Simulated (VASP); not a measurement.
# C in VASP: further runs

C is run at these levels: LDA; tasks: single point, relaxation of the atoms.

All numbers are computed with VASP 6.6.1; they aren't measurements. Logs are shortened: lines on timing, memory, paths and dates and some standing lists are left out, and cuts for length are marked.

**1. The cell of the first run**

The cell holds a slab with vacuum, 2 atoms: a = 2.497 Å, b = 2.497 Å, c = 16.510 Å, α = 90.00°, β = 90.00°, γ = 120.00°.

**2. Single point, LDA**

INCAR

```
  ALGO = Normal
  DIPOL = 0.5 0.5 0.500
  EDIFF = 1E-6
  ENCUT = 520
  GGA = CA
  IDIPOL = 3
  ISIF = 2
  ISMEAR = -1
  LASPH = T
  LCHARG = F
  LDIPOL = T
  LREAL = F
  LWAVE = F
  NBANDS = 11
  NELM = 100
  PREC = Accurate
  SIGMA = 0.02
```

KPOINTS

```
k-points
0
Gamma
  14 14 1
```

POSCAR

```
C
1.0
    2.4973051747      0.0000000000      0.0000000000
   -1.2486525873      2.1627297223      0.0000000000
    0.0000000000      0.0000000000     16.5098000000
C
2
Direct
    0.8333333333      0.1666666667      0.5000058825
    0.1666666667      0.8333333333      0.4999941175
```

Potentials or basis: VASP PAW LDA potentials, release 64 (C).

Started as:

```sh
cat potpaw_LDA.64/C/POTCAR > POTCAR
mpirun -np 1 vasp_std > vasp.out
```

OUTCAR:

```text
EDIFF = 1E-6
   ENCUT = 520
   GGA = CA
   ISIF = 2
   ISMEAR = -1
   LASPH = T
   LREAL = F
   NELM = 100
   PREC = Accurate

 ion  position               nearest neighbor table
   1  0.833  0.167  0.500-   2 1.44   2 1.44   2 1.44
   2  0.167  0.833  0.500-   1 1.44   1 1.44   1 1.44

  LATTYP: Found a hexagonal cell.
 ALAT       =     2.4973051747
 C/A-ratio  =     6.6110462459

  Lattice vectors:

 A1 = (   2.4973051747,   0.0000000000,   0.0000000000)
 A2 = (  -1.2486525873,   2.1627297223,   0.0000000000)
 A3 = (   0.0000000000,   0.0000000000,  16.5098000000)

Analysis of symmetry for initial positions (statically):
=====================================================================
 Subroutine PRICEL returns:
 Original cell was already a primitive cell.

 Routine SETGRP: Setting up the symmetry group for a
 hexagonal supercell.

 Subroutine GETGRP returns: Found 12 space group operations
 (whereof  4 operations were pure point group operations)
 out of a pool of 24 trial point group operations.

The static configuration has the point symmetry C_2h.
 The point group associated with its full space group is D_3d.

Analysis of symmetry for dynamics (positions and initial velocities):
=====================================================================
 Subroutine PRICEL returns:
 Original cell was already a primitive cell.

 Routine SETGRP: Setting up the symmetry group for a
 hexagonal supercell.

 Subroutine GETGRP returns: Found 12 space group operations
 (whereof  4 operations were pure point group operations)
 out of a pool of 24 trial point group operations.

The dynamic configuration has the point symmetry C_2h.
 The point group associated with its full space group is D_3d.

 Subroutine INISYM returns: Found 12 space group operations
 (whereof  4 operations are pure point group operations),
 and found     1 'primitive' translations

----------------------------------------------------------------------------------------

                                     Primitive cell

  volume of cell :      89.1694

  direct lattice vectors                    reciprocal lattice vectors
     2.497305175  0.000000000  0.000000000     0.400431637  0.231189314  0.000000000
    -1.248652587  2.162729722  0.000000000     0.000000000  0.462378627  0.000000000
     0.000000000  0.000000000 16.509800000     0.000000000  0.000000000  0.060570086

  length of vectors
     2.497305175  2.497305175 16.509800000     0.462378627  0.462378627  0.060570086

  position of ions in fractional coordinates (direct lattice)
     0.833333333  0.166666667  0.500005882
     0.166666667  0.833333333  0.499994118

  ion indices of the primitive-cell ions
   primitive index   ion index
                 1           1
                 2           2

----------------------------------------------------------------------------------------

 KPOINTS: k-points

Automatic generation of k-mesh.
 Grid dimensions read from file:
 generate k-points for:   14   14    1

 Generating k-lattice:

  Cartesian coordinates                     Fractional coordinates (reciprocal lattice)
     0.028602260  0.016513522  0.000000000     0.071428571  0.000000000  0.000000000
     0.000000000  0.033027045  0.000000000     0.000000000  0.071428571  0.000000000
     0.000000000  0.000000000  0.060570086     0.000000000  0.000000000  1.000000000

  Length of vectors
     0.033027045  0.033027045  0.060570086

  Shift w.r.t. Gamma in fractional coordinates (k-lattice)
     0.000000000  0.000000000  0.000000000

 Subroutine IBZKPT returns following result:
 ===========================================

 Found     24 irreducible k-points:

 Following reciprocal coordinates:
            Coordinates               Weight
  0.000000  0.000000  0.000000      1.000000
  0.071429 -0.000000  0.000000      6.000000
  0.142857 -0.000000  0.000000      6.000000
  0.214286 -0.000000  0.000000      6.000000
  0.285714 -0.000000  0.000000      6.000000
  0.357143  0.000000  0.000000      6.000000
[... 16 lines left out ...]
  0.285714  0.285714  0.000000      6.000000
  0.357143  0.285714  0.000000      6.000000
   k-points           NKPTS =     24   k-points in BZ     NKDIM =     24   number of bands    NBANDS=     11
   number of dos      NEDOS =    301   number of ions     NIONS =      2
   total plane-waves  NPLWV =  50400
   dimension x,y,z NGX =    20 NGY =   20 NGZ =  126
   dimension x,y,z NGXF=    40 NGYF=   40 NGZF=  252
   ions per type =               2
   NGX,Y,Z   is equivalent  to a cutoff of  13.31, 13.31, 12.69 a.u.
   NGXF,Y,Z  is equivalent  to a cutoff of  26.63, 26.63, 25.38 a.u.
 SYSTEM =  unknown system
   PREC   = accura    normal or accurate (medium, high low for compatibility)
   ISTART =      0    job   : 0-new  1-cont  2-samecut
   ICHARG =      2    charge: 1-file 2-atom 10-const
   ISPIN  =      1    spin polarized calculation?
   LNONCOLLINEAR =      F non collinear calculations
   LSORBIT =      F    spin-orbit coupling
   LASPH  =      T    aspherical Exc in radial PAW
   ENCUT  =  520.0 eV  38.22 Ry    6.18 a.u.   4.64  4.64 30.70*2*pi/ulx,y,z
   NELM   =    100;   NELMIN=  2; NELMDL= -5     # of ELM steps
   EDIFF  = 0.1E-05   stopping-criterion for ELM
   LREAL  =      F    real-space projection
   EDIFFG = 0.1E-04   stopping-criterion for IOM
   NSW    =      0    number of steps for IOM
   IBRION =     -1    ionic relax: 0-MD 1-quasi-New 2-CG
   NFREE  =      0    steps in history (QN), initial steepest desc. (CG)
   ISIF   =      2    stress and relaxation
   ISYM   =      2    0-nonsym 1-usesym 2-fastsym
   POTIM  = 0.5000    time-step for ionic-motion
   TEBEG  =    0.0;   TEEND  =   0.0 temperature during run
   PSTRESS=    0.0 pullay stress
   NELECT =       8.0000    total number of electrons
   NUPDOWN=      -1.0000    fix difference up-down
   EMIN   =  10.00;   EMAX   =-10.00  energy-range for DOS
   EFERMI =   0.00;   METHOD = LEGACY
   ISMEAR =    -1;   SIGMA  =   0.02  broadening in eV -4-tet -1-fermi 0-gaus
   EFERMI_NEDOS =   21; number of points for ismear=-14 and -15
   IALGO  =     38    algorithm
   IMIX   =      4    mixing-type and parameters
     AMIX     =   0.40;   BMIX     =  1.00
     AMIX_MAG =   1.60;   BMIX_MAG =  1.00
  volume/ion in A,a.u.               =      44.58       300.87
  Fermi-wavevector in a.u.,A,eV,Ry     =   0.732880  1.384943  7.307869  0.537113
  Thomas-Fermi vector in A             =   1.825452
   LORBIT       =      0    0 simple, 1 ext, 2 COOP (PROOUT), +10 PAW based schemes
   GGA     = CA    functional components
   LHFCALC =     F    Hartree Fock is set to
   AEXX    =    0.0000 exact exchange contribution
   IVDW    =     0    specifies the selected vdW correction
   LEPSILON=     F    determine dielectric tensor
   LRPA    =     F    only Hartree local field effects (RPA)
 non-spin polarized calculation
  energy-cutoff  :      520.00
  volume of cell :       89.17
 maximum number of plane-waves:      2425
 NGX is ok and might be reduce to    20
   NGX =  9   NGY =  9   NGZ = 61

 number of electron       8.0000000 magnetization

 dipolmoment           0.000000      0.000000      0.000000 electrons x Angstroem

 Free energy of the ion-electron system (eV)
  ---------------------------------------------------
  ext. energy  EPLUGINS =         0.00000000
  ---------------------------------------------------
  free energy    TOTEN  =       -20.12167749 eV

  energy without entropy =      -20.12167749  energy(sigma->0) =      -20.12167749

 E-fermi :  -2.9750     XC(G=0):  -2.6633

 val. band max:       -3.4148045954   @ k =   0.3571   0.2857   0.0000
 cond. band min:      -2.2433023901   @ k =   0.3571   0.2857   0.0000
 fundamental gap:      1.1715022053
 Fermi energy:        -2.9750468439

 k-point     1 :       0.0000    0.0000    0.0000
  band No.  band energies     occupation
      1     -21.8182      2.00000
      2     -10.2059      2.00000
      3      -5.8680      2.00000
      4      -5.8680      2.00000
      5       0.7008      0.00000
      6       1.7048      0.00000
      7       2.1135      0.00000
      8       3.6130      0.00000
      9       4.2132      0.00000
     10       5.1909      0.00000
     11       5.1909      0.00000

 k-point     2 :       0.0714   -0.0000    0.0000
  band No.  band energies     occupation
      1     -21.7010      2.00000
      2     -10.0660      2.00000
      3      -6.3334      2.00000
      4      -6.1107      2.00000
      5       0.8593      0.00000
      6       1.8652      0.00000
      7       2.2766      0.00000
      8       3.7732      0.00000
      9       4.3714      0.00000
     10       5.2435      0.00000
     11       5.6845      0.00000

 k-point     3 :       0.1429   -0.0000    0.0000
  band No.  band energies     occupation
      1     -21.3504      2.00000
      2      -9.6490      2.00000
      3      -7.5539      2.00000
      4      -6.7138      2.00000
      5       1.3348      0.00000
      6       2.3455      0.00000
      7       2.7660      0.00000
      8       4.2525      0.00000
      9       4.8380      0.00000
     10       5.2526      0.00000
     11       6.5990      0.00000

 k-point     4 :       0.2143   -0.0000    0.0000
  band No.  band energies     occupation
      1     -20.7693      2.00000
      2      -9.1994      2.00000
      3      -8.9642      2.00000
      4      -7.4450      2.00000
      5       2.1261      0.00000
      6       3.1390      0.00000
      7       3.5812      0.00000
      8       4.9468      0.00000
      9       5.0283      0.00000
     10       5.1471      0.00000
     11       5.6808      0.00000

 k-point     5 :       0.2857   -0.0000    0.0000
  band No.  band energies     occupation
      1     -19.9635      2.00000
      2     -11.0106      2.00000
      3      -8.1291      2.00000
      4      -8.0328      2.00000
      5       3.1567      0.00000
      6       3.2286      0.00000
      7       4.2957      0.00000
      8       4.6894      0.00000
      9       4.7986      0.00000
     10       6.1738      0.00000
     11       6.7930      0.00000
[... 211 lines left out ...]
 k-point    21 :       0.2857    0.2143    0.0000
  band No.  band energies     occupation
      1     -17.6295      2.00000
      2     -13.3159      2.00000
      3     -11.3476      2.00000
      4      -5.4518      2.00000
      5      -0.1647      0.00000
      6       6.5003      0.00000
      7       7.2542      0.00000
      8       8.0696      0.00000
      9       8.1695      0.00000
     10       8.9992      0.00000
     11       9.9754      0.00000

 k-point    22 :       0.3571    0.2143    0.0000
  band No.  band energies     occupation
      1     -16.4220      2.00000
      2     -14.7125      2.00000
      3     -11.6817      2.00000
      4      -4.3646      2.00000
      5      -1.4103      0.00000
      6       7.9407      0.00000
      7       8.0382      0.00000
      8       8.3055      0.00000
      9       9.9935      0.00000
     10      10.1033      0.00000
     11      10.1137      0.00000

 k-point    23 :       0.2857    0.2857    0.0000
  band No.  band energies     occupation
      1     -16.4915      2.00000
      2     -14.0418      2.00000
      3     -12.4644      2.00000
      4      -4.2733      2.00000
      5      -1.3792      0.00000
      6       7.6932      0.00000
      7       8.1200      0.00000
      8       9.6596      0.00000
      9       9.7681      0.00000
     10       9.9602      0.00000
     11       9.9777      0.00000

 k-point    24 :       0.3571    0.2857    0.0000
  band No.  band energies     occupation
      1     -15.5225      2.00000
      2     -14.8743      2.00000
      3     -12.8469      2.00000
      4      -3.4148      2.00000
      5      -2.2433      0.00000
      6       7.5944      0.00000
      7       9.4987      0.00000
      8       9.5629      0.00000
      9      10.0102      0.00000
     10      11.4941      0.00000
     11      11.9037      0.00000

------------------------ aborting loop because EDIFF is reached ----------------------------------------

 vacuum level on the upper side and lower side of the slab       (xc-potential included)        -0.206        -0.206

  FORCE on cell =-STRESS in cart. coord.  units (eV):
  Direction    XX          YY          ZZ          XY          YZ          ZX
  --------------------------------------------------------------------------------------
  -------------------------------------------------------------------------------------
  Total       -2.7153272     -2.7153272     -0.0132846     -0.0000000      0.0000000     -0.0000000
  in kB      -48.7884568    -48.7884568     -0.2386954     -0.0000000      0.0000000     -0.0000000
  external PRESSURE =     -32.6052030 kB  Pullay stress =       0.0000000 kB

 VOLUME and BASIS-vectors are now :
 -----------------------------------------------------------------------------
  energy-cutoff  :      520.00
  volume of cell :       89.17
      direct lattice vectors                 reciprocal lattice vectors
     2.497305175  0.000000000  0.000000000     0.400431637  0.231189314  0.000000000
    -1.248652587  2.162729722  0.000000000     0.000000000  0.462378627  0.000000000
     0.000000000  0.000000000 16.509800000     0.000000000  0.000000000  0.060570086

 POSITION                                       TOTAL-FORCE (eV/Angst)
 -----------------------------------------------------------------------------------
      1.87298      0.36045      8.25500        -0.000000      0.000000     -0.003453
     -0.62433      1.80227      8.25480         0.000000      0.000000      0.003453
 -----------------------------------------------------------------------------------
    total drift:                               -0.000000      0.000000     -0.000000

  FREE ENERGIE OF THE ION-ELECTRON SYSTEM (eV)
  ---------------------------------------------------
  free  energy   TOTEN  =       -20.1216774872 eV

  energy  without entropy=      -20.1216774872  energy(sigma->0) =      -20.12167749

 vacuum level on the upper side and lower side of the slab         1.726         1.726
```

It took 22 s on 1 thread of Intel Xeon 6975P-C (Granite Rapids), shared host; peak memory 0.16 GiB.

What came out:

```
Free energy            : -20.1217 eV
Largest force          : 0.003 eV/Å
Band gap on the k mesh : 1.17 eV, direct
```

Forces on the atoms (eV/Å):
```
C    0.000  0.000 -0.003
C    0.000  0.000  0.003
```

Levels at points of the mesh, in eV from the valence-band top:
```csv
k point,band 1,band 2,band 3,band 4,band 5,band 6,band 7,band 8
"(0.00, 0.00, 0.00)",-18.40,-6.79,-2.45,-2.45,4.12,5.12,5.53,7.03
"(0.50, 0.00, 0.00)",-13.31,-12.31,-5.71,-1.68,2.21,7.67,11.72,11.82
```

[end of part 1 of 2]
